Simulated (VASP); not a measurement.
# B6As (R-3m) in VASP: notebook

The runs below take B6As through single point, relaxation of shape and atoms at fixed volume, with PBEsol.

Everything below comes from runs of VASP 6.6.1. Logs are shortened: lines on timing, memory, paths and dates and some standing lists are left out, and cuts for length are marked.

## Step 1: The cell of the first run

Symmetry: R-3m, No. 166, trigonal system. Conventional cell: a = 6.123 Å, b = 6.123 Å, c = 11.844 Å, α = 90.00°, β = 90.00°, γ = 120.00°. B (site symmetry m) has 6 B at 1.77 to 1.89 Å within 2.3 Å. B (site symmetry m) has 5 B at 1.73 to 1.81 Å and 1 As at 1.99 Å within 2.3 Å. Within 2.6 Å of As (site symmetry 3m) lie 3 B at 1.99 Å and 1 As at 2.39 Å.

## Step 2: Single point, PBEsol

The input, INCAR:

```
SYSTEM = B6As
ALGO     = Normal         ! electronic algorithm
EDIFF    = 1E-6           ! SCF threshold, eV
ENCUT    = 520            ! plane-wave cutoff, eV
GGA      = PS             ! functional
ISIF     = 2              ! what is computed and relaxed
ISMEAR   = 0              ! smearing method
LASPH    = .TRUE.         ! aspherical terms in the spheres
LCHARG   = .FALSE.        ! write CHGCAR
LREAL    = .FALSE.        ! projectors in reciprocal space
LWAVE    = .FALSE.        ! write WAVECAR
NBANDS   = 36             ! bands
NELM     = 100            ! most SCF steps
PREC     = Accurate       ! precision mode
SIGMA    = 0.02           ! smearing width, eV
```

The input, KPOINTS:

```
k-points
0
G
  6 6 6
  0 0 0
```

The input, POSCAR:

```
B6As
1.0
    3.0614183768      1.7675107240      3.9479069006
   -3.0614183768      1.7675107240      3.9479069006
    0.0000000000     -3.5350214479      3.9479069006
B As
12 2
Direct
    0.0156621731      0.0156621731      0.3246875850
    0.0156621731      0.3246875850      0.0156621731
    0.8217888295      0.2725960786      0.8217888295
    0.8217888295      0.8217888295      0.2725960786
    0.2725960786      0.8217888295      0.8217888295
    0.7274039214      0.1782111705      0.1782111705
    0.1782111705      0.7274039214      0.1782111705
    0.1782111705      0.1782111705      0.7274039214
    0.9843378269      0.6753124150      0.9843378269
    0.9843378269      0.9843378269      0.6753124150
    0.6753124150      0.9843378269      0.9843378269
    0.3246875850      0.0156621731      0.0156621731
    0.6008011050      0.6008011050      0.6008011050
    0.3991988950      0.3991988950      0.3991988950
```

Potentials or basis: VASP PAW PBE potentials, release 64 (B, As).

Started as:

```bash
$ cat potpaw_PBE.64/B/POTCAR potpaw_PBE.64/As/POTCAR > POTCAR
$ mpirun -np 1 vasp_std > vasp.out
```

OUTCAR:

```text
SYSTEM = B6As
   EDIFF = 1E-6
   ENCUT = 520
   GGA = PS
   ISIF = 2
   ISMEAR = 0
   LASPH = .TRUE.
   LREAL = .FALSE.
   NELM = 100
   PREC = Accurate

 ion  position               nearest neighbor table
   1  0.016  0.016  0.325-  10 1.77   7 1.77   6 1.77   4 1.81   2 1.89  12 1.89
   2  0.016  0.325  0.016-   9 1.77   8 1.77   6 1.77   3 1.81  12 1.89   1 1.89
   3  0.822  0.273  0.822-   8 1.73   6 1.73  10 1.77  11 1.77   2 1.81  13 1.99
   4  0.822  0.822  0.273-   6 1.73   7 1.73   9 1.77  11 1.77   1 1.81  13 1.99
   5  0.273  0.822  0.822-   8 1.73   7 1.73  10 1.77   9 1.77  12 1.81  13 1.99
   6  0.727  0.178  0.178-   4 1.73   3 1.73   1 1.77   2 1.77  11 1.81  14 1.99
   7  0.178  0.727  0.178-   4 1.73   5 1.73   1 1.77  12 1.77   9 1.81  14 1.99
   8  0.178  0.178  0.727-   3 1.73   5 1.73   2 1.77  12 1.77  10 1.81  14 1.99
   9  0.984  0.675  0.984-   2 1.77   4 1.77   5 1.77   7 1.81  11 1.89  10 1.89
  10  0.984  0.984  0.675-   1 1.77   3 1.77   5 1.77   8 1.81   9 1.89  11 1.89
  11  0.675  0.984  0.984-  12 1.77   4 1.77   3 1.77   6 1.81   9 1.89  10 1.89
  12  0.325  0.016  0.016-  11 1.77   8 1.77   7 1.77   5 1.81   2 1.89   1 1.89
  13  0.601  0.601  0.601-   3 1.99   5 1.99   4 1.99  14 2.39
  14  0.399  0.399  0.399-   6 1.99   7 1.99   8 1.99  13 2.39

  LATTYP: Found a trigonal (rhomboedric) cell.
 ALAT       =     5.2992778313
 COS(alpha) =     0.3325142683

  Lattice vectors:

 A1 = (   3.0614183768,   1.7675107240,   3.9479069006)
 A2 = (  -3.0614183768,   1.7675107240,   3.9479069006)
 A3 = (   0.0000000000,  -3.5350214479,   3.9479069006)

Analysis of symmetry for initial positions (statically):
=====================================================================
 Subroutine PRICEL returns:
 Original cell was already a primitive cell.

 Routine SETGRP: Setting up the symmetry group for a
 trigonal (rhombohedral) supercell.

 Subroutine GETGRP returns: Found 12 space group operations
 (whereof 12 operations were pure point group operations)
 out of a pool of 12 trial point group operations.

The static configuration has the point symmetry D_3d.

Analysis of symmetry for dynamics (positions and initial velocities):
=====================================================================
 Subroutine PRICEL returns:
 Original cell was already a primitive cell.

 Routine SETGRP: Setting up the symmetry group for a
 trigonal (rhombohedral) supercell.

 Subroutine GETGRP returns: Found 12 space group operations
 (whereof 12 operations were pure point group operations)
 out of a pool of 12 trial point group operations.

The dynamic configuration has the point symmetry D_3d.

 Subroutine INISYM returns: Found 12 space group operations
 (whereof 12 operations are pure point group operations),
 and found     1 'primitive' translations

----------------------------------------------------------------------------------------

                                     Primitive cell

  volume of cell :     128.1749

  direct lattice vectors                    reciprocal lattice vectors
     3.061418377  1.767510724  3.947906901     0.163322989  0.094294572  0.084432927
    -3.061418377  1.767510724  3.947906901    -0.163322989  0.094294572  0.084432927
     0.000000000 -3.535021448  3.947906901     0.000000000 -0.188589143  0.084432927

  length of vectors
     5.299277831  5.299277831  5.299277831     0.206627162  0.206627162  0.206627162

  position of ions in fractional coordinates (direct lattice)
     0.015662173  0.015662173  0.324687585
     0.015662173  0.324687585  0.015662173
     0.821788830  0.272596079  0.821788830
     0.821788830  0.821788830  0.272596079
     0.272596079  0.821788830  0.821788830
     0.727403921  0.178211170  0.178211170
     0.178211170  0.727403921  0.178211170
     0.178211170  0.178211170  0.727403921
     0.984337827  0.675312415  0.984337827
     0.984337827  0.984337827  0.675312415
     0.675312415  0.984337827  0.984337827
     0.324687585  0.015662173  0.015662173
     0.600801105  0.600801105  0.600801105
     0.399198895  0.399198895  0.399198895

  ion indices of the primitive-cell ions
   primitive index   ion index
                 1           1
                 2           2
                 3           3
                 4           4
                 5           5
                 6           6
                 7           7
                 8           8
                 9           9
                10          10
                11          11
                12          12
                13          13
                14          14

----------------------------------------------------------------------------------------

 KPOINTS: k-points

Automatic generation of k-mesh.
 Grid dimensions read from file:
 generate k-points for:    6    6    6

 Generating k-lattice:

  Cartesian coordinates                     Fractional coordinates (reciprocal lattice)
     0.027220498  0.015715762  0.014072154     0.166666667 -0.000000000 -0.000000000
    -0.027220498  0.015715762  0.014072154    -0.000000000  0.166666667 -0.000000000
     0.000000000 -0.031431524  0.014072154    -0.000000000 -0.000000000  0.166666667

  Length of vectors
     0.034437860  0.034437860  0.034437860

  Shift w.r.t. Gamma in fractional coordinates (k-lattice)
     0.000000000  0.000000000  0.000000000

 Subroutine IBZKPT returns following result:
 ===========================================

 Found     32 irreducible k-points:

 Following reciprocal coordinates:
            Coordinates               Weight
  0.000000  0.000000  0.000000      1.000000
  0.166667  0.000000  0.000000      6.000000
  0.333333 -0.000000  0.000000      6.000000
  0.500000 -0.000000  0.000000      3.000000
  0.166667  0.166667  0.000000      6.000000
  0.333333  0.166667  0.000000     12.000000
[... 16 lines left out ...]
  0.500000  0.500000  0.166667      6.000000
 -0.333333  0.500000  0.166667     12.000000
 [... further k-points ...]
   k-points           NKPTS =     32   k-points in BZ     NKDIM =     32   number of bands    NBANDS=     36
   number of dos      NEDOS =    301   number of ions     NIONS =     14
   total plane-waves  NPLWV =  64000
   dimension x,y,z NGX =    40 NGY =   40 NGZ =   40
   dimension x,y,z NGXF=    80 NGYF=   80 NGZF=   80
   ions per type =              12   2
   NGX,Y,Z   is equivalent  to a cutoff of  12.55, 12.55, 12.55 a.u.
   NGXF,Y,Z  is equivalent  to a cutoff of  25.10, 25.10, 25.10 a.u.
 SYSTEM =  B6As
   PREC   = accura    normal or accurate (medium, high low for compatibility)
   ISTART =      0    job   : 0-new  1-cont  2-samecut
   ICHARG =      2    charge: 1-file 2-atom 10-const
   ISPIN  =      1    spin polarized calculation?
   LNONCOLLINEAR =      F non collinear calculations
   LSORBIT =      F    spin-orbit coupling
   LASPH  =      T    aspherical Exc in radial PAW
   ENCUT  =  520.0 eV  38.22 Ry    6.18 a.u.   9.85  9.85  9.85*2*pi/ulx,y,z
   NELM   =    100;   NELMIN=  2; NELMDL= -5     # of ELM steps
   EDIFF  = 0.1E-05   stopping-criterion for ELM
   LREAL  =      F    real-space projection
   EDIFFG = 0.1E-04   stopping-criterion for IOM
   NSW    =      0    number of steps for IOM
   IBRION =     -1    ionic relax: 0-MD 1-quasi-New 2-CG
   NFREE  =      0    steps in history (QN), initial steepest desc. (CG)
   ISIF   =      2    stress and relaxation
   ISYM   =      2    0-nonsym 1-usesym 2-fastsym
   POTIM  = 0.5000    time-step for ionic-motion
   TEBEG  =    0.0;   TEEND  =   0.0 temperature during run
   PSTRESS=    0.0 pullay stress
   NELECT =      46.0000    total number of electrons
   NUPDOWN=      -1.0000    fix difference up-down
   EMIN   =  10.00;   EMAX   =-10.00  energy-range for DOS
   EFERMI =   0.00;   METHOD = LEGACY
   ISMEAR =     0;   SIGMA  =   0.02  broadening in eV -4-tet -1-fermi 0-gaus
   EFERMI_NEDOS =   21; number of points for ismear=-14 and -15
   IALGO  =     38    algorithm
   IMIX   =      4    mixing-type and parameters
     AMIX     =   0.40;   BMIX     =  1.00
     AMIX_MAG =   1.60;   BMIX_MAG =  1.00
  volume/ion in A,a.u.               =       9.16        61.78
  Fermi-wavevector in a.u.,A,eV,Ry     =   1.163393  2.198494 18.415260  1.353483
  Thomas-Fermi vector in A             =   2.299943
   LORBIT       =      0    0 simple, 1 ext, 2 COOP (PROOUT), +10 PAW based schemes
   GGA     = PS    functional components
   LHFCALC =     F    Hartree Fock is set to
   AEXX    =    0.0000 exact exchange contribution
   IVDW    =     0    specifies the selected vdW correction
   LEPSILON=     F    determine dielectric tensor
   LRPA    =     F    only Hartree local field effects (RPA)
 non-spin polarized calculation
 Gauss-broadening in eV      SIGMA  =   0.02
  energy-cutoff  :      520.00
  volume of cell :      128.17
 maximum number of plane-waves:      3495
   NGX = 19   NGY = 19   NGZ = 19

 number of electron      46.0000001 magnetization

 Free energy of the ion-electron system (eV)
  ---------------------------------------------------
  ext. energy  EPLUGINS =         0.00000000
  ---------------------------------------------------
  free energy    TOTEN  =       -97.03137797 eV

  energy without entropy =      -97.03137797  energy(sigma->0) =      -97.03137797

 E-fermi :   4.6451     XC(G=0): -11.1739

 val. band max:        4.4979707715   @ k =   0.1667   0.0000   0.0000
 cond. band min:       7.1209328706   @ k =   0.5000  -0.0000   0.0000
 fundamental gap:      2.6229620991
 Fermi energy:         4.6451462675

 k-point     1 :       0.0000    0.0000    0.0000
  band No.  band energies     occupation
      1     -10.2520      2.00000
      2      -7.2802      2.00000
      3      -5.5295      2.00000
      4      -5.5295      2.00000
      5      -5.4593      2.00000
      6      -4.3662      2.00000
[... 27 lines left out ...]
     34      12.9150      0.00000
     35      12.9150      0.00000

 k-point     2 :       0.1667    0.0000    0.0000
  band No.  band energies     occupation
      1     -10.1460      2.00000
      2      -7.5902      2.00000
      3      -5.5869      2.00000
      4      -5.5334      2.00000
      5      -5.2941      2.00000
      6      -4.5977      2.00000
[... 27 lines left out ...]
     34      12.8286      0.00000
     35      12.9392      0.00000

 k-point     3 :       0.3333   -0.0000    0.0000
  band No.  band energies     occupation
      1      -9.8626      2.00000
      2      -8.2014      2.00000
      3      -5.7029      2.00000
      4      -5.5373      2.00000
      5      -5.0081      2.00000
      6      -4.8527      2.00000
[... 27 lines left out ...]
     34      12.7120      0.00000
     35      13.1731      0.00000
[... 723 lines left out ...]
 k-point    23 :       0.5000    0.5000    0.1667
  band No.  band energies     occupation
      1      -9.5197      2.00000
      2      -7.7275      2.00000
      3      -7.0733      2.00000
      4      -6.1085      2.00000
      5      -5.8442      2.00000
      6      -4.0748      2.00000
[... 27 lines left out ...]
     34      12.6851      0.00000
     35      12.8656      0.00000

 k-point    24 :      -0.3333    0.5000    0.1667
  band No.  band energies     occupation
      1      -9.4711      2.00000
      2      -7.9787      2.00000
      3      -7.1272      2.00000
      4      -6.0682      2.00000
      5      -5.5541      2.00000
      6      -4.0588      2.00000
[... 27 lines left out ...]
     34      12.7954      0.00000
     35      13.1419      0.00000

 [... further k-points ...]

 [bands above 35 left out]

------------------------ aborting loop because EDIFF is reached ----------------------------------------

  FORCE on cell =-STRESS in cart. coord.  units (eV):
  Direction    XX          YY          ZZ          XY          YZ          ZX
  --------------------------------------------------------------------------------------
  -------------------------------------------------------------------------------------
  Total        0.5453483      0.5453483      0.4177625      0.0000000      0.0000000      0.0000000
  in kB        6.8168177      6.8168177      5.2220039      0.0000000      0.0000000      0.0000000
  external PRESSURE =       6.2852131 kB  Pullay stress =       0.0000000 kB

 VOLUME and BASIS-vectors are now :
 -----------------------------------------------------------------------------
  energy-cutoff  :      520.00
  volume of cell :      128.17
      direct lattice vectors                 reciprocal lattice vectors
     3.061418377  1.767510724  3.947906901     0.163322989  0.094294572  0.084432927
    -3.061418377  1.767510724  3.947906901    -0.163322989  0.094294572  0.084432927
     0.000000000 -3.535021448  3.947906901     0.000000000 -0.188589143  0.084432927

 POSITION                                       TOTAL-FORCE (eV/Angst)
 -----------------------------------------------------------------------------------
      0.00000     -1.09241      1.40550         0.000000     -0.004445      0.017887
     -0.94606      0.54621      1.40550        -0.003849      0.002222      0.017887
      1.68131     -0.97070      7.56488         0.028779     -0.016616      0.009361
      0.00000      1.94141      7.56488         0.000000      0.033231      0.009361
     -1.68131     -0.97070      7.56488        -0.028779     -0.016616      0.009361
      1.68131      0.97070      4.27885         0.028779      0.016616     -0.009361
     -1.68131      0.97070      4.27885        -0.028779      0.016616     -0.009361
      0.00000     -1.94141      4.27885         0.000000     -0.033231     -0.009361
      0.94606     -0.54621     10.43822         0.003849     -0.002222     -0.017887
      0.00000      1.09241     10.43822         0.000000      0.004445     -0.017887
     -0.94606     -0.54621     10.43822        -0.003849     -0.002222     -0.017887
      0.94606      0.54621      1.40550         0.003849      0.002222      0.017887
      0.00000      0.00000      7.11572         0.000000      0.000000      0.023745
      0.00000      0.00000      4.72800         0.000000     -0.000000     -0.023745
 -----------------------------------------------------------------------------------
    total drift:                                0.000000     -0.000000     -0.000000

  FREE ENERGIE OF THE ION-ELECTRON SYSTEM (eV)
  ---------------------------------------------------
  free  energy   TOTEN  =       -97.0313779693 eV

  energy  without entropy=      -97.0313779693  energy(sigma->0) =      -97.03137797
```

Run time: 2.3 min. Hardware: 1 thread of Intel Xeon Platinum 8488C (Sapphire Rapids), shared host; peak memory 0.3 GiB.

What came out:

- Free energy: -97.0314 eV
- Pressure: 0.6 GPa
- Largest force: 0.035 eV/Å
- Band gap on the k mesh: 2.62 eV (least direct gap 2.66 eV)

Forces in eV/Å, atoms in the order of the input:
```
B    0.000 -0.004  0.018
B   -0.004  0.002  0.018
B    0.029 -0.017  0.009
B    0.000  0.033  0.009
B   -0.029 -0.017  0.009
B    0.029  0.017 -0.009
B   -0.029  0.017 -0.009
B    0.000 -0.033 -0.009
B    0.004 -0.002 -0.018
B    0.000  0.004 -0.018
B   -0.004 -0.002 -0.018
B    0.004  0.002  0.018
As   0.000  0.000  0.024
As   0.000  0.000 -0.024
```

Stress tensor (GPa, compression positive):
```
0.68 0.00 0.00
0.00 0.68 0.00
0.00 0.00 0.52
```

Caveat: the PAW data sets were made with another functional, which shifts forces and pressure a little. A k mesh can miss the band edges.

## Step 3: Single point, PBEsol

The input, INCAR:

```
PREC     = Accurate       # precision mode
ENCUT    = 520            # plane-wave cutoff, eV
EDIFF    = 1E-6           # SCF threshold, eV
ISMEAR   = 0              # smearing method
SIGMA    = 0.02           # smearing width, eV
LREAL    = False          # projectors in reciprocal space
LASPH    = True           # aspherical terms in the spheres
NELM     = 60             # most SCF steps
ALGO     = Normal         # electronic algorithm
ISIF     = 2              # what is computed and relaxed
LWAVE    = False          # write WAVECAR
LCHARG   = False          # write CHGCAR
GGA      = PS             # functional
NBANDS   = 36             # bands
```

The input, KPOINTS:

```
regular mesh
0
Gamma
  6 6 6
```

POSCAR is that of step 2.

Potentials or basis: VASP PAW PBE potentials, release 64 (B, As).

Started as:

```bash
$ cat potpaw_PBE.64/B/POTCAR potpaw_PBE.64/As/POTCAR > POTCAR
$ mpirun -np 1 vasp_std > vasp.out
```

Wall time 2.4 min (1 thread of Intel Xeon Platinum 8488C (Sapphire Rapids), shared host); peak memory 0.29 GiB.

The run converged. Its results:

```
Free energy            : -97.0314 eV
Pressure               : 0.6 GPa
Largest force          : 0.035 eV/Å
Band gap on the k mesh : 2.62 eV (least direct gap 2.66 eV)
```

Forces on the atoms (eV/Å):
```
B    0.000 -0.004  0.018
B   -0.004  0.002  0.018
B    0.029 -0.017  0.009
B    0.000  0.033  0.009
B   -0.029 -0.017  0.009
B    0.029  0.017 -0.009
B   -0.029  0.017 -0.009
B    0.000 -0.033 -0.009
B    0.004 -0.002 -0.018
B    0.000  0.004 -0.018
B   -0.004 -0.002 -0.018
B    0.004  0.002  0.018
As   0.000  0.000  0.024
As   0.000  0.000 -0.024
```

Stress tensor (GPa, compression positive):
```
0.68 0.00 0.00
0.00 0.68 0.00
0.00 0.00 0.52
```

Levels at points of the mesh, in eV from the valence-band top:
```
           k point  band 21  band 22  band 23  band 24  band 25  band 26
(0.00, 0.00, 0.00)    -0.21     0.00     0.00     4.45     4.71     4.71
(0.50, 0.00, 0.00)    -1.28    -1.06    -0.04     2.62     4.18     4.56
(0.50, 0.50, 0.00)    -0.95    -0.72    -0.23     3.38     4.45     4.73
(0.50, 0.50, 0.50)    -0.79    -0.79    -0.05     2.68     3.74     3.75
```

Caveat: the PAW data sets were made with another functional, which shifts forces and pressure a little. A k mesh can miss the band edges.

[end of part 1 of 2]
